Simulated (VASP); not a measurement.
A run of VASP 6.6.1 is set up as follows.

Contents of INCAR:

```
SYSTEM = Mo2Br
  PREC = Accurate
  ENCUT = 600
  EDIFF = 1E-6
  ISMEAR = 0
  SIGMA = 0.1
  LREAL = .False.
  LASPH = .True.
  NELM = 150
  ALGO = Normal
  ISIF = 3
  LWAVE = .False.
  LCHARG = .False.
  ISPIN = 2
  MAGMOM = 1 1 1 1 0 0
  LORBIT = 11
  LMAXMIX = 4
  GGA = PE
  IBRION = 2
  NSW = 90
  EDIFFG = -0.04
```

Contents of KPOINTS:

```
regular mesh
0
Gamma
  4 4 4
  0 0 0
```

POSCAR

```
Mo2Br
1.0
    0.0000000000      4.0699413900      4.0699413900
    4.0699413900      0.0000000000      4.0699413900
    4.0699413900      4.0699413900      0.0000000000
Mo Br
4 2
Direct
    0.1250000000      0.6250000000      0.1250000000
    0.1250000000      0.1250000000      0.6250000000
    0.6250000000      0.1250000000      0.1250000000
    0.1250000000      0.1250000000      0.1250000000
    0.7500000000      0.7500000000      0.7500000000
    0.5000000000      0.5000000000      0.5000000000
```

Potentials or basis: VASP PAW PBE potentials, release 64 (Mo_sv, Br).

The run is started by

```sh
$ cat potpaw_PBE.64/Mo_sv/POTCAR potpaw_PBE.64/Br/POTCAR > POTCAR
$ mpirun -np 1 vasp_std > vasp.out
```

(1) Estimate the space group after relaxing (to 0.1 Å).

(2) Predict the band gap on the k mesh.

Answers

(1) Fd-3m (No. 227).

(2) zero (filled and empty bands overlap).
